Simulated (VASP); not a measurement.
Set up this calculation in VASP 6.6.1, as the native input.

| Property | Result |
| --- | --- |
| Task | single point |
| Functional | PBEsol |
| Potentials or basis | VASP PAW PBE potentials, release 64 (Sc_sv, Al) |
| Cutoff | 520 eV |
| k mesh | 9 × 9 × 9 |
| Occupations | gaussian, width 0.05 eV |
| Spin | no spin polarisation |
| Dipole correction | no |
| Further INCAR settings | ALGO = Normal; EDIFF = 1e-06; NBANDS = 14 |

The structure of ScAl lies in POSCAR:

```
ScAl
1.0
    3.4579304591      0.0000000000      0.0000000000
    0.0000000000      3.4579304591      0.0000000000
    0.0000000000      0.0000000000      3.4579304591
Sc Al
1 1
Direct
    0.5000000000      0.5000000000      0.5000000000
    0.0000000000      0.0000000000      0.0000000000
```

One way to write it, as run:

INCAR

```
SYSTEM = ScAl
PREC = Accurate
ENCUT = 520
EDIFF = 1E-6
ISMEAR = 0
SIGMA = 0.05
LREAL = .False.
LASPH = .True.
NELM = 100
ALGO = Normal
ISIF = 2
LWAVE = .False.
LCHARG = .True.
GGA = PS
LELF = .True.
LVHAR = .True.
NBANDS = 14
```

KPOINTS

```
Automatic mesh
0
Gamma
  9 9 9
  0 0 0
```

Potentials or basis: VASP PAW PBE potentials, release 64 (Sc_sv, Al).

Launch:

```sh
$ cat potpaw_PBE.64/Sc_sv/POTCAR potpaw_PBE.64/Al/POTCAR > POTCAR
$ mpirun -np 1 vasp_std > vasp.out
```

It gave:

```
Pressure               : -6.5 GPa
Band gap on the k mesh : zero (band 7 reaches 5.63 eV, above the bottom of band 8 at 4.95 eV)
```

Caveat: the PAW data sets were made with another functional, which shifts forces and pressure a little.

It took 25 s on 1 thread of AMD EPYC 7R13, on a shared host, peak memory 0.13 GiB.
